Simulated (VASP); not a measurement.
A run of VASP 6.6.1 is set up as follows.

File INCAR:

```
SYSTEM = Si2Mo
ALGO = Normal
EDIFF = 1E-6
ENCUT = 520
GGA = CA
ISIF = 2
ISMEAR = -1
LASPH = .True.
LCHARG = .False.
LREAL = .False.
LWAVE = .False.
NBANDS = 18
NELM = 80
PREC = Accurate
SIGMA = 0.05
```

Contents of KPOINTS:

```
k-points
0
Gamma
  12 12 12
  0 0 0
```

POSCAR

```
Si2Mo
1.0
   -1.5892614214      1.5892614214      3.9041200105
    1.5892614214     -1.5892614214      3.9041200105
    1.5892614214      1.5892614214     -3.9041200105
Mo Si
1 2
Direct
    0.0000000000      0.0000000000      0.0000000000
    0.6670000000      0.6670000000      0.0000000000
    0.3330000000      0.3330000000      0.0000000000
```

Potentials or basis: VASP PAW LDA potentials, release 64 (Mo_sv, Si).

Run with:

```console
$ cat potpaw_LDA.64/Mo_sv/POTCAR potpaw_LDA.64/Si/POTCAR > POTCAR
$ mpirun -np 1 vasp_std > vasp.out
```

Question: What does it give for the pressure?

Answer: -1.2 GPa.

Question: Estimate the largest force.

Answer: 0.334 eV/Å.

Question: Predict the band gap on the k mesh.

Answer: Zero (band 11 reaches 13.04 eV, above the bottom of band 12 at 12.00 eV).

Stress tensor (GPa, compression positive):
```
-0.81  0.00  0.00
 0.00 -0.81  0.00
 0.00  0.00 -2.11
```
